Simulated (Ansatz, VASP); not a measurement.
## One calculation of GaP, two programs

```
CELL_PARAMETERS angstrom
3.38610 0.00000 0.00000
0.00000 3.38610 0.00000
0.00000 0.00000 2.74535
ATOMIC_POSITIONS crystal
Ga 0.00000 0.00000 0.00000
P 0.50000 0.50000 0.50000
```

Alike in both runs: task single point; functional PBE; k mesh 8 × 8 × 9; occupations fermi-dirac, width 0.05 eV; no spin polarisation.

|  | VASP | Ansatz |
| --- | --- | --- |
| version | VASP 6.6.1 | Ansatz 0.2.0 |
| potentials or method | VASP PAW PBE potentials, release 64 (Ga_d, P) | Ansatz PAW soft_1 |
| plane-wave cutoff (eV) | 500 | 420 |
| valence electrons in the cell | 18 | 18 |

|  | VASP | Ansatz | Ansatz less VASP |
| --- | --- | --- | --- |
| gap on the k mesh at the Fermi level (eV) | none | none | - |
| pressure (GPa) | 5.1 | 5.1 | -0.03 |
| traceless stress, the component that is largest in VASP (GPa) | 0.09 | 0.09 | +0.007 |

A gap of «none» marks a metal or a gap that the smearing closes.
